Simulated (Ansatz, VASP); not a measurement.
## NaH: VASP beside Ansatz

Contents of POSCAR:

```
NaH
1.0
    0.0000000000      2.3975116441      2.3975116441
    2.3975116441      0.0000000000      2.3975116441
    2.3975116441      2.3975116441      0.0000000000
Na H
1 1
Direct
    0.0000000000      0.0000000000      0.0000000000
    0.5000000000      0.5000000000      0.5000000000
```

Contents of INCAR.step1:

```
SYSTEM = NaH
ALGO     = Normal         ! electronic algorithm
EDIFF    = 1E-5           ! SCF threshold, eV
ENCUT    = 520            ! plane-wave cutoff, eV
GGA      = PE             ! functional
ISIF     = 2              ! what is computed and relaxed
ISMEAR   = 0              ! smearing method
LASPH    = .True.         ! aspherical terms in the spheres
LCHARG   = .False.        ! write CHGCAR
LREAL    = .False.        ! projectors in reciprocal space
LWAVE    = .True.         ! write WAVECAR
NBANDS   = 11             ! bands
NELM     = 80             ! most SCF steps
PREC     = Accurate       ! precision mode
SIGMA    = 0.01           ! smearing width, eV
```

File INCAR.step2:

```
SYSTEM = NaH
AEXX     = 0.25           ! exact-exchange fraction
ALGO     = Normal         ! electronic algorithm
EDIFF    = 1E-7           ! SCF threshold, eV
ENCUT    = 520            ! plane-wave cutoff, eV
GGA      = PE             ! functional
ISIF     = 2              ! what is computed and relaxed
ISMEAR   = 0              ! smearing method
ISTART   = 1            
LASPH    = .True.         ! aspherical terms in the spheres
LCHARG   = .False.        ! write CHGCAR
LHFCALC  = .True.         ! exact exchange
LREAL    = .False.        ! projectors in reciprocal space
LWAVE    = .False.        ! write WAVECAR
NBANDS   = 11             ! bands
NELM     = 80             ! most SCF steps
PREC     = Accurate       ! precision mode
PRECFOCK = Normal       
SIGMA    = 0.01           ! smearing width, eV
```

KPOINTS

```
k-points
0
Gamma
  6 6 6
  0 0 0
```

Input for Ansatz:

```yaml
crystal:
  lattice:
    - [0.0, 2.3975116441, 2.3975116441]
    - [2.3975116441, 0.0, 2.3975116441]
    - [2.3975116441, 2.3975116441, 0.0]
  atoms:
    - { symbol: Na, position: [0.0, 0.0, 0.0] }
    - { symbol: H, position: [0.5, 0.5, 0.5] }
kpoints:
  mp_grid: { grid: [6, 6, 6] }
  band_path:
    path:
      - [0.0, 0.0, 0.0]
      - [0.5, 0.0, 0.5]
      - [0.625, 0.25, 0.625]
      - [0.375, 0.375, 0.75]
      - [0.5, 0.5, 0.5]
      - [0.5, 0.25, 0.75]
    npoints: 1
hamiltonian:
  xc: pbe0
scf:
  occupations: { method: fixed }
  n_extra_bands: 4
output:
  forces: true
  stress: true
  eigenvalues: true
```

Alike in both runs: task single point; functional PBE0; k mesh 6 × 6 × 6; no spin polarisation.

|  | VASP | Ansatz |
| --- | --- | --- |
| version | VASP 6.6.1 | Ansatz 0.2.0 |
| potentials or method | VASP PAW PBE potentials, release 64 (Na_pv, H) | plane waves, PAW |
| plane-wave cutoff (eV) | 520 | 420 |
| occupations | gaussian, width 0.01 eV | fixed |
| valence electrons in the cell | 8 | 10 |

VASP gave:

```
gap on the k mesh at the Fermi level (eV) : 5.63
pressure (GPa)                            : 0.2
```

What did Ansatz give for the same quantities?

gap on the k mesh at the Fermi level (eV): 5.62; pressure (GPa): 0.2.

VASP's potentials hold 8 valence electrons a cell and Ansatz's 10, so a difference there can come from the potentials and not from the codes. Ansatz's warnings: stress exchange threshold loose, stress scf threshold loose.
